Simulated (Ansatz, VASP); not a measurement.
Given: the input of a run of Ansatz 0.2.0 on NaCl.

input.yaml

```yaml
crystal:
  lattice:
    - [3.50219, 0.0, 0.0]
    - [0.0, 3.50219, 0.0]
    - [0.0, 0.0, 3.50219]
  atoms:
    - { symbol: Cl, position: [0.5, 0.5, 0.5] }
    - { symbol: Na, position: [0.0, 0.0, 0.0] }
kpoints:
  mp_grid: { grid: [8, 8, 8] }
scf:
  occupations: { method: gaussian, width: 0.029 }
hamiltonian:
  xc: pbe
  pseudopotentials: { kind: all_electron, lapw: { basis_error: 0.001 } }
output:
  forces: true
  stress: true
  eigenvalues: true
```

Potentials or basis: all-electron LAPW, scalar-relativistic.

Command:

```console
$ ansatz run input.yaml --threads 1 --pin off --max-ram 3072MiB --backend cpu --events-out ev --progress --plain --runs-dir out
```

Question: Set up the same calculation for VASP 6.6.1. Potentials there: VASP PAW PBE potentials, release 64 (Cl, Na_pv).

Answer: As run (the cutoff follows the program's own potentials):

Contents of INCAR:

```
SYSTEM = NaCl
ALGO = Normal
EDIFF = 1E-6
ENCUT = 500
GGA = PE
GGA_COMPAT = .FALSE.
ISIF = 2
ISMEAR = 0
LASPH = .TRUE.
LCHARG = .FALSE.
LREAL = .FALSE.
LWAVE = .FALSE.
NBANDS = 14
NELM = 120
PREC = Accurate
SIGMA = 0.028999999999999998
```

Contents of KPOINTS:

```
k-points
0
G
  8 8 8
  0 0 0
```

POSCAR

```
NaCl
1.0
    3.5021900000      0.0000000000      0.0000000000
    0.0000000000      3.5021900000      0.0000000000
    0.0000000000      0.0000000000      3.5021900000
Cl Na
1 1
Direct
    0.5000000000      0.5000000000      0.5000000000
    0.0000000000      0.0000000000      0.0000000000
```

Potentials or basis: VASP PAW PBE potentials, release 64 (Cl, Na_pv).

Run with:

```console
$ cat potpaw_PBE.64/Cl/POTCAR potpaw_PBE.64/Na_pv/POTCAR > POTCAR
$ mpirun -np 1 vasp_std > vasp.out
```

Both were run:

|  | VASP | Ansatz | Ansatz less VASP |
| --- | --- | --- | --- |
| gap on the k mesh at the Fermi level (eV) | 3.98 | 3.98 | +0.001 |
| least direct gap on the mesh (eV) | 4.47 | 4.47 | +0.001 |
| pressure (GPa) | 0.0 | 0.1 | +0.09 |

Ansatz ran all-electron here, and VASP with PAW potentials.
